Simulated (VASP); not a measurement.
# MgTe (P6_3mc) in VASP: single point with HSE06

Aim: the single point of MgTe with HSE06.

Program: VASP 6.6.1. These are calculated values, not measurements. Logs are shortened: lines on timing, memory, paths and dates and some standing lists are left out, and cuts for length are marked.

**1. The cell of the first run**

Symmetry: P6_3mc, No. 186, hexagonal system. The conventional cell has a = 4.578 Å, b = 4.578 Å, c = 7.455 Å, α = 90.00°, β = 90.00°, γ = 120.00°. Mg (site symmetry 3m) has 4 Te at 2.80 Å within 3.7 Å. Within 3.7 Å of Te (site symmetry 3m) lie 4 Mg at 2.80 Å.

**2. Single point, HSE06**

POSCAR

```
MgTe
1.0
    4.5776356483      0.0000000000      0.0000000000
   -2.2888178241      3.9643487607      0.0000000000
    0.0000000000      0.0000000000      7.4550892570
Mg Te
2 2
Direct
    0.3333333333      0.6666666667     -0.0006080520
    0.6666666667      0.3333333333      0.4993919480
    0.3333333333      0.6666666667      0.3756080520
    0.6666666667      0.3333333333      0.8756080520
```

INCAR.step1

```
SYSTEM = MgTe
ALGO = Normal
EDIFF = 1E-5
ENCUT = 520
GGA = PE
GGA_COMPAT = .False.
ISIF = 2
ISMEAR = 0
LASPH = .True.
LCHARG = .False.
LREAL = .False.
LWAVE = .True.
NBANDS = 16
NELM = 120
PREC = Accurate
SIGMA = 0.01
```

INCAR.step2

```
SYSTEM = MgTe
ALGO = Normal
EDIFF = 1E-6
ENCUT = 520
GGA = PE
GGA_COMPAT = .False.
HFSCREEN = 0.2079
ISIF = 2
ISMEAR = 0
ISTART = 1
LASPH = .True.
LCHARG = .False.
LHFCALC = .True.
LREAL = .False.
LWAVE = .False.
NBANDS = 16
NELM = 120
PREC = Accurate
PRECFOCK = Normal
SIGMA = 0.01
```

KPOINTS

```
k-points
0
Gamma
  6 6 2
  0 0 0
```

Potentials or basis: VASP PAW PBE potentials, release 64 (Mg, Te).

The run is started by

```
> cat potpaw_PBE.64/Mg/POTCAR potpaw_PBE.64/Te/POTCAR > POTCAR
> cp INCAR.step1 INCAR
> mpirun -np 1 vasp_std > vasp.out
> cp INCAR.step2 INCAR
> mpirun -np 1 vasp_std > vasp.out
```

OUTCAR:

```text
SYSTEM = MgTe
   EDIFF = 1E-6
   ENCUT = 520
   GGA = PE
   HFSCREEN = 0.2079
   ISIF = 2
   ISMEAR = 0
   ISTART = 1
   LASPH = .True.
   LHFCALC = .True.
   LREAL = .False.
   NELM = 120
   PREC = Accurate
   PRECFOCK = Normal

 ion  position               nearest neighbor table
   1  0.333  0.667  0.999-   4 2.80   4 2.80   4 2.80   3 2.80
   2  0.667  0.333  0.499-   3 2.80   3 2.80   3 2.80   4 2.80
   3  0.333  0.667  0.376-   2 2.80   2 2.80   2 2.80   1 2.80
   4  0.667  0.333  0.876-   1 2.80   1 2.80   1 2.80   2 2.80

  LATTYP: Found a hexagonal cell.
 ALAT       =     4.5776356483
 C/A-ratio  =     1.6285894793

  Lattice vectors:

 A1 = (   4.5776356483,   0.0000000000,   0.0000000000)
 A2 = (  -2.2888178241,   3.9643487607,   0.0000000000)
 A3 = (   0.0000000000,   0.0000000000,   7.4550892570)

Analysis of symmetry for initial positions (statically):
=====================================================================
 Subroutine PRICEL returns:
 Original cell was already a primitive cell.

 Routine SETGRP: Setting up the symmetry group for a
 hexagonal supercell.

 Subroutine GETGRP returns: Found 12 space group operations
 (whereof  6 operations were pure point group operations)
 out of a pool of 24 trial point group operations.

The static configuration has the point symmetry C_3v.
 The point group associated with its full space group is C_6v.

Analysis of symmetry for dynamics (positions and initial velocities):
=====================================================================
 Subroutine PRICEL returns:
 Original cell was already a primitive cell.

 Routine SETGRP: Setting up the symmetry group for a
 hexagonal supercell.

 Subroutine GETGRP returns: Found 12 space group operations
 (whereof  6 operations were pure point group operations)
 out of a pool of 24 trial point group operations.

The dynamic configuration has the point symmetry C_3v.
 The point group associated with its full space group is C_6v.

 Subroutine INISYM returns: Found 12 space group operations
 (whereof  6 operations are pure point group operations),
 and found     1 'primitive' translations

----------------------------------------------------------------------------------------

                                     Primitive cell

[... 91 lines left out ...]
   POTIM  = 0.5000    time-step for ionic-motion
   TEBEG  =    0.0;   TEEND  =   0.0 temperature during run
   PSTRESS=    0.0 pullay stress
   NELECT =      16.0000    total number of electrons
   NUPDOWN=      -1.0000    fix difference up-down
   EMIN   =  10.00;   EMAX   =-10.00  energy-range for DOS
   EFERMI =   0.00;   METHOD = LEGACY
   ISMEAR =     0;   SIGMA  =   0.01  broadening in eV -4-tet -1-fermi 0-gaus
   EFERMI_NEDOS =   21; number of points for ismear=-14 and -15
   IALGO  =     38    algorithm
   IMIX   =      1    mixing-type and parameters
     AMIX     =   0.40;   BMIX     =  1.00
     AMIX_MAG =   1.60;   BMIX_MAG =  1.00
  volume/ion in A,a.u.               =      33.82       228.25
  Fermi-wavevector in a.u.,A,eV,Ry     =   0.803575  1.518536  8.785718  0.645732
  Thomas-Fermi vector in A             =   1.911468
   LORBIT       =      0    0 simple, 1 ext, 2 COOP (PROOUT), +10 PAW based schemes
   GGA     = PE    functional components
   LHFCALC =     T    Hartree Fock is set to
   PRECFOCK=normal    Normal, Fast or Accurate (Low or Medium for compatibility)
   ENCUT4O =  -1.0   cutoff for four orbital integrals eV
   NKREDX  =     1    reduce k-point grid by
   NKREDY  =     1    reduce k-point grid by
   NKREDZ  =     1    reduce k-point grid by
   AEXX    =    0.2500 exact exchange contribution
   HFSCREEN=    0.2079 screening length (either q_TF or 0.3 A-1)
   HFSCREENC=   0.2079 screening length for correlation (either q_TF or 0.3 A-1)
   ENCUTFOCK=  -1.0 apply spherical cutoff to Coloumb kernel
   IVDW    =     0    specifies the selected vdW correction
   LEPSILON=     F    determine dielectric tensor
   LRPA    =     F    only Hartree local field effects (RPA)
 non-spin polarized calculation
 Gauss-broadening in eV      SIGMA  =   0.01
  energy-cutoff  :      520.00
  volume of cell :      135.29
 maximum number of plane-waves:      3670
 NGX is ok and might be reduce to    36
  NGX = 28; NGY = 28; NGZ = 42

 number of electron      16.0000001 magnetization

 Free energy of the ion-electron system (eV)
  ---------------------------------------------------
  ext. energy  EPLUGINS =         0.00000000
  ---------------------------------------------------
  free energy    TOTEN  =       -15.12138356 eV

  energy without entropy =      -15.12138356  energy(sigma->0) =      -15.12138356

 E-fermi :   1.3787     XC(G=0):  -6.5884

 val. band max:        1.3219472908   @ k =   0.0000   0.0000   0.0000
 cond. band min:       4.5282136088   @ k =   0.0000   0.0000   0.0000
 fundamental gap:      3.2062663179
 Fermi energy:         1.3787497716

 k-point     1 :       0.0000    0.0000    0.0000
  band No.  band energies     occupation
      1      -9.8086      2.00000
      2      -9.1300      2.00000
      3      -2.1859      2.00000
      4       0.7959      2.00000
      5       0.7959      2.00000
      6       1.3210      2.00000
[... 243 lines left out ...]
      3      -1.8573      2.00000
      4      -1.8573      2.00000
      5      -0.7388      2.00000
      6      -0.7388      2.00000
[... 8 lines left out ...]
     15       9.6351      0.00000
     16       9.6351      0.00000

------------------------ aborting loop because EDIFF is reached ----------------------------------------

  FORCE on cell =-STRESS in cart. coord.  units (eV):
  Direction    XX          YY          ZZ          XY          YZ          ZX
  --------------------------------------------------------------------------------------
  -------------------------------------------------------------------------------------
  Total       -0.1959555     -0.1959555     -0.2167008     -0.0000000      0.0000000      0.0000000
  in kB       -2.3206100     -2.3206100     -2.5662870     -0.0000000      0.0000000      0.0000000
  external PRESSURE =      -2.4025023 kB  Pullay stress =       0.0000000 kB

 VOLUME and BASIS-vectors are now :
 -----------------------------------------------------------------------------
  energy-cutoff  :      520.00
  volume of cell :      135.29
      direct lattice vectors                 reciprocal lattice vectors
     4.577635648  0.000000000  0.000000000     0.218453384  0.126124120  0.000000000
    -2.288817824  3.964348761  0.000000000     0.000000000  0.252248241  0.000000000
     0.000000000  0.000000000  7.455089257     0.000000000  0.000000000  0.134136556

 POSITION                                       TOTAL-FORCE (eV/Angst)
 -----------------------------------------------------------------------------------
     -0.00000      2.64290      7.45056         0.000000     -0.000000     -0.001816
      2.28882      1.32145      3.72301         0.000000     -0.000000     -0.001816
     -0.00000      2.64290      2.80019        -0.000000      0.000000      0.001816
      2.28882      1.32145      6.52774         0.000000      0.000000      0.001816
 -----------------------------------------------------------------------------------
    total drift:                               -0.000000     -0.000000      0.000527

  FREE ENERGIE OF THE ION-ELECTRON SYSTEM (eV)
  ---------------------------------------------------
  free  energy   TOTEN  =       -15.1213835632 eV

  energy  without entropy=      -15.1213835632  energy(sigma->0) =      -15.12138356
```

OSZICAR.step1:

```text
N       E                     dE             d eps       ncg     rms          rms(c)
DAV:   1     0.533909713849E+02    0.53391E+02   -0.51719E+03   448   0.755E+02
DAV:   2    -0.869798986765E+01   -0.62089E+02   -0.56952E+02   632   0.115E+02
DAV:   3    -0.131045523179E+02   -0.44066E+01   -0.43886E+01   624   0.320E+01
DAV:   4    -0.131888799337E+02   -0.84328E-01   -0.84323E-01   592   0.529E+00
DAV:   5    -0.131894571881E+02   -0.57725E-03   -0.57725E-03   592   0.434E-01    0.402E+00
DAV:   6    -0.128457249372E+02    0.34373E+00   -0.40192E-01   472   0.261E+00    0.268E+00
DAV:   7    -0.127988771000E+02    0.46848E-01   -0.30637E-01   544   0.228E+00    0.126E+00
DAV:   8    -0.128046641942E+02   -0.57871E-02   -0.18601E-02   480   0.681E-01    0.256E-01
DAV:   9    -0.128044631366E+02    0.20106E-03   -0.61835E-04   496   0.151E-01    0.116E-01
DAV:  10    -0.128048609471E+02   -0.39781E-03   -0.70706E-04   480   0.126E-01    0.514E-02
DAV:  11    -0.128048345758E+02    0.26371E-04   -0.55799E-05   576   0.314E-02    0.805E-03
DAV:  12    -0.128048397162E+02   -0.51404E-05   -0.10278E-05   432   0.160E-02
   1 F= -.12804840E+02 E0= -.12804840E+02  d E =-.148145E-24
```

Wall time 23 min (1 thread of Oxide Virtual Turin-like, shared host); peak memory 0.35 GiB.

What came out:

- Free energy: -15.1214 eV
- Pressure: -0.2 GPa
- Band gap on the k mesh: 3.21 eV

Caveat: the k points lie up to 0.42 Å⁻¹ apart; the structure was generated, so it needn't be the stable form of MgTe; the PAW data sets were made with another functional, which shifts forces and pressure a little; spin-orbit coupling is left out, which moves the levels of the heavy elements.
